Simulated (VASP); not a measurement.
# MnH4 (P-3m1) in VASP: single point with PBE

Aim: the single point of MnH4 with PBE.

All numbers are computed with VASP 6.6.1; they aren't measurements. Logs are shortened: lines on timing, memory, paths and dates and some standing lists are left out, and cuts for length are marked.

### Step 1. The cell of the first run

The structure is trigonal, space group P-3m1 (No. 164). The conventional cell has a = 2.417 Å, b = 2.417 Å, c = 7.772 Å, α = 90.00°, β = 90.00°, γ = 120.00°. Mn (site symmetry -3m) has 6 H at 1.74 Å within 2.3 Å. Within 2.6 Å of H (site symmetry 3m) lie 3 Mn at 1.74 Å and 12 H at 2.35 to 2.51 Å. Within 3.1 Å of H (site symmetry 3m) lie 12 H at 2.35 to 2.42 Å.

The cell was generated, and may not be a known phase.

### Step 2. Single point, PBE, collinear spin, ferromagnetic start

INCAR reads:

```
SYSTEM = MnH4
  PREC = Accurate
  ENCUT = 680
  EDIFF = 1E-6
  ISMEAR = 0
  SIGMA = 0.1
  LREAL = .FALSE.
  LASPH = .TRUE.
  NELM = 200
  ALGO = Normal
  ISIF = 2
  LWAVE = .FALSE.
  LCHARG = .FALSE.
  ISPIN = 2
  MAGMOM = 4 0 0 0 0
  LORBIT = 11
  LMAXMIX = 4
  GGA = PE
  NBANDS = 22
  GGA_COMPAT = .FALSE.
```

KPOINTS reads:

```
Automatic mesh
0
G
  12 12 2
  0 0 0
```

POSCAR reads:

```
MnH4
1.0
    2.4172049600      0.0000000000      0.0000000000
   -1.2086024800      2.0933609000      0.0000000000
    0.0000000000      0.0000000000      7.7724775500
Mn H
1 4
Direct
    0.0000000000      0.0000000000      0.0000000000
    0.3333333300      0.6666666700      0.8658552800
    0.3333333300      0.6666666700      0.3767953500
    0.6666666700      0.3333333300      0.1341447200
    0.6666666700      0.3333333300      0.6232046500
```

Potentials or basis: VASP PAW PBE potentials, release 64 (Mn_sv, H).

The run is started by

```
$ cat potpaw_PBE.64/Mn_sv/POTCAR potpaw_PBE.64/H/POTCAR > POTCAR
$ mpirun -np 1 vasp_std > vasp.out
```

OUTCAR:

```text
SYSTEM = MnH4
   PREC = Accurate
   ENCUT = 680
   EDIFF = 1E-6
   ISMEAR = 0
   LREAL = .FALSE.
   LASPH = .TRUE.
   NELM = 200
   ISIF = 2
   ISPIN = 2
   LORBIT = 11
   GGA = PE

 ion  position               nearest neighbor table
   1  0.000  0.000  0.000-   2 1.74   4 1.74   2 1.74   4 1.74   4 1.74   2 1.74
   2  0.333  0.667  0.866-   1 1.74   1 1.74   1 1.74
   3  0.333  0.667  0.377-
   4  0.667  0.333  0.134-   1 1.74   1 1.74   1 1.74
   5  0.667  0.333  0.623-

  LATTYP: Found a hexagonal cell.
 ALAT       =     2.4172049600
 C/A-ratio  =     3.2154813839

  Lattice vectors:

 A1 = (   2.4172049600,   0.0000000000,   0.0000000000)
 A2 = (  -1.2086024800,   2.0933609000,   0.0000000000)
 A3 = (   0.0000000000,   0.0000000000,   7.7724775500)

Analysis of symmetry for initial positions (statically):
=====================================================================
 Subroutine PRICEL returns:
 Original cell was already a primitive cell.

 Routine SETGRP: Setting up the symmetry group for a
 hexagonal supercell.

 Subroutine GETGRP returns: Found 12 space group operations
 (whereof 12 operations were pure point group operations)
 out of a pool of 24 trial point group operations.

The static configuration has the point symmetry D_3d.

Analysis of symmetry for dynamics (positions and initial velocities):
=====================================================================
 Subroutine PRICEL returns:
 Original cell was already a primitive cell.

 Routine SETGRP: Setting up the symmetry group for a
 hexagonal supercell.

 Subroutine GETGRP returns: Found 12 space group operations
 (whereof 12 operations were pure point group operations)
 out of a pool of 24 trial point group operations.

The dynamic configuration has the point symmetry D_3d.

Analysis of structural, dynamic, and magnetic symmetry:
=====================================================================
 Subroutine PRICEL returns:
 Original cell was already a primitive cell.

 Routine SETGRP: Setting up the symmetry group for a
 hexagonal supercell.

 Subroutine GETGRP returns: Found 12 space group operations
 (whereof 12 operations were pure point group operations)
 out of a pool of 24 trial point group operations.

The overall configuration has the point symmetry D_3d.

 Subroutine INISYM returns: Found 12 space group operations
 (whereof 12 operations are pure point group operations),
 and found     1 'primitive' translations
[... 130 lines left out ...]
   LEPSILON=     F    determine dielectric tensor
   LRPA    =     F    only Hartree local field effects (RPA)
 spin polarized calculation
 Gauss-broadening in eV      SIGMA  =   0.10
  energy-cutoff  :      680.00
  volume of cell :       39.33
 maximum number of plane-waves:      1596
 NGX is ok and might be reduce to    24
   NGX = 11   NGY = 11   NGZ = 33

 number of electron      19.0000009 magnetization       1.4921867

 Free energy of the ion-electron system (eV)
  ---------------------------------------------------
  ext. energy  EPLUGINS =         0.00000000
  ---------------------------------------------------
  free energy    TOTEN  =       -17.98752268 eV

  energy without entropy =      -17.97730021  energy(sigma->0) =      -17.98241145

 E-fermi :   2.0780     XC(G=0):  -9.4599

 val. band max:        2.0676033261   @ k =   0.3333   0.0000   0.0000
 cond. band min:       2.0859457787   @ k =   0.2500   0.2500   0.5000
 fundamental gap:      0.0183424526
 Fermi energy:         2.0780029007

 spin component 1

 k-point     1 :       0.0000    0.0000    0.0000
  band No.  band energies     occupation
      1     -78.1748      1.00000
      2     -47.0393      1.00000
      3     -46.4433      1.00000
      4     -46.4433      1.00000
      5      -7.8334      1.00000
      6      -4.2045      1.00000
[... 565 lines left out ...]
     20      21.3673      0.00000
     21      22.3710      0.00000

 [... further k-points ...]

 spin component 2

 k-point     1 :       0.0000    0.0000    0.0000
  band No.  band energies     occupation
      1     -76.2529      1.00000
      2     -44.8111      1.00000
      3     -44.8111      1.00000
      4     -44.6140      1.00000
      5      -7.6539      1.00000
      6      -4.2054      1.00000
[... 565 lines left out ...]
     20      21.7812      0.00000
     21      22.7403      0.00000

 [... further k-points ...]

 [bands above 21 left out]

------------------------ aborting loop because EDIFF is reached ----------------------------------------

  FORCE on cell =-STRESS in cart. coord.  units (eV):
  Direction    XX          YY          ZZ          XY          YZ          ZX
  --------------------------------------------------------------------------------------
  -------------------------------------------------------------------------------------
  Total        0.2844802      0.2844802     -0.9482107     -0.0000000     -0.0000000     -0.0000000
  in kB       11.5889897     11.5889897    -38.6276586     -0.0000000     -0.0000000     -0.0000000
  external PRESSURE =      -5.1498931 kB  Pullay stress =       0.0000000 kB

 VOLUME and BASIS-vectors are now :
 -----------------------------------------------------------------------------
  energy-cutoff  :      680.00
  volume of cell :       39.33
      direct lattice vectors                 reciprocal lattice vectors
     2.417204960  0.000000000  0.000000000     0.413700955  0.238850358  0.000000000
    -1.208602480  2.093360900  0.000000000     0.000000000  0.477700716  0.000000000
     0.000000000  0.000000000  7.772477550     0.000000000  0.000000000  0.128659104

 POSITION                                       TOTAL-FORCE (eV/Angst)
 -----------------------------------------------------------------------------------
      0.00000      0.00000      0.00000        -0.000000      0.000000      0.000000
     -0.00000      1.39557      6.72984         0.000000      0.000000      0.033197
     -0.00000      1.39557      2.92863        -0.000000     -0.000000      0.414963
      1.20860      0.69779      1.04264        -0.000000      0.000000     -0.033197
      1.20860      0.69779      4.84384         0.000000      0.000000     -0.414963
 -----------------------------------------------------------------------------------
    total drift:                               -0.000000     -0.000000     -0.000000

  FREE ENERGIE OF THE ION-ELECTRON SYSTEM (eV)
  ---------------------------------------------------
  free  energy   TOTEN  =       -17.9875226841 eV

  energy  without entropy=      -17.9773002135  energy(sigma->0) =      -17.98241145

 total charge

# of ion       s       p       d       tot
------------------------------------------
    1        2.223   6.095   4.759  13.077
    2        0.541   0.024   0.000   0.565
    3        0.332   0.003   0.000   0.335
    4        0.541   0.024   0.000   0.565
    5        0.332   0.003   0.000   0.335
--------------------------------------------------
tot          3.969   6.147   4.759  14.875

 magnetization (x)

# of ion       s       p       d       tot
------------------------------------------
    1        0.011   0.005   1.678   1.695
    2       -0.028   0.004   0.000  -0.025
    3       -0.057  -0.000   0.000  -0.057
    4       -0.028   0.004   0.000  -0.025
    5       -0.057  -0.000   0.000  -0.057
--------------------------------------------------
tot         -0.159   0.012   1.678   1.531
```

It took 97 s on 1 thread of Intel Xeon 6975P-C (Granite Rapids), shared host; peak memory 0.25 GiB.

What came out:

- Free energy: -17.9875 eV
- Pressure: -0.5 GPa
- Largest force: 0.415 eV/Å
- Net moment: 1.49 μB per cell
- Site moments: Mn +1.70; H -0.03, -0.06 (each value once) μB
- Valence electrons inside the program's atomic spheres: Mn 13.08; H 0.56, 0.34 (each value once)

Forces in eV/Å, atoms in the order of the input:
```
Mn   0.000  0.000  0.000
H    0.000  0.000  0.033
H    0.000  0.000  0.415
H    0.000  0.000 -0.033
H    0.000  0.000 -0.415
```

Stress tensor (GPa, compression positive):
```
 1.16  0.00  0.00
 0.00  1.16  0.00
 0.00  0.00 -3.86
```

Levels at points of the mesh, in eV from the Fermi level:
Spin up:
| k point | band 6 | band 7 | band 8 | band 9 | band 10 | band 11 | band 12 | band 13 | band 14 | band 15 |
| --- | --- | --- | --- | --- | --- | --- | --- | --- | --- | --- |
| (0.00, 0.00, 0.00) | -6.28 | -5.12 | -3.00 | -1.83 | -1.83 | -0.90 | -0.19 | -0.19 | 7.35 | 13.70 |
| (0.50, 0.00, 0.00) | -4.18 | -3.48 | -1.23 | -0.81 | 0.64 | 1.14 | 1.64 | 4.32 | 5.23 | 8.39 |
| (0.00, 0.00, 0.50) | -6.70 | -3.92 | -3.71 | -1.83 | -1.83 | -1.20 | -0.19 | -0.19 | 9.35 | 9.97 |
| (0.50, 0.00, 0.50) | -4.18 | -3.46 | -1.22 | -0.81 | 0.63 | 1.14 | 1.51 | 4.43 | 5.59 | 8.31 |
Spin down:
```tsv
k point	band 6	band 7	band 8	band 9	band 10	band 11	band 12	band 13
(0.00, 0.00, 0.00)	-6.28	-5.38	-1.62	-1.31	-0.58	-0.58	1.88	1.88
(0.50, 0.00, 0.00)	-3.49	-3.03	0.06	0.43	1.15	1.33	2.60	5.27
(0.00, 0.00, 0.50)	-6.83	-3.93	-3.28	-0.69	-0.58	-0.58	1.88	1.88
(0.50, 0.00, 0.50)	-3.47	-3.04	-0.04	0.79	0.95	1.15	2.60	5.43
```

Caveat: the k points lie up to 0.40 Å⁻¹ apart.
